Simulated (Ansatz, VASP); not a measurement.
# Two plane-wave programs on InSb3

```
In Sb
1.0
     4.91014   -0.11240   -0.11240
    -0.11240    4.91014   -0.11240
    -0.11240   -0.11240    4.91014
In Sb
1 3
Direct
  0.00000 0.00000 0.00000
  0.50000 0.00000 0.50000
  0.00000 0.50000 0.50000
  0.50000 0.50000 0.00000
```

Change from the starting cell: equal engineering shear yz, xz and xy -0.0467, equal normal strain along x, y and z +0.0200.

Alike in both runs: task single point; functional PBE; k mesh 8 × 8 × 8; occupations gaussian, width 0.15 eV; no spin polarisation.

|  | VASP | Ansatz |
| --- | --- | --- |
| version | VASP 6.6.1 | Ansatz 0.2.0 |
| potentials or method | VASP PAW PBE potentials, release 64 (In_d, Sb), cutoff 520 eV | scalar-relativistic, plane waves, PAW |
| valence electrons in the cell | 28 | 58 |

VASP gave:

- gap on the k mesh at the Fermi level (eV): none
- pressure (GPa): -2.5
- traceless stress, the component that is largest in VASP (GPa): 0.45

What did Ansatz give for the same quantities?

gap on the k mesh at the Fermi level (eV): none; pressure (GPa): -2.4; traceless stress, the component that is largest in VASP (GPa): 0.46.

A gap of «none» marks a metal or a gap that the smearing closes. The functional is the same, so the differences come from potentials, cutoffs and numerics. VASP's potentials hold 28 valence electrons a cell and Ansatz's 58, so a difference there can come from the potentials and not from the codes.

Spin-orbit coupling is off throughout.
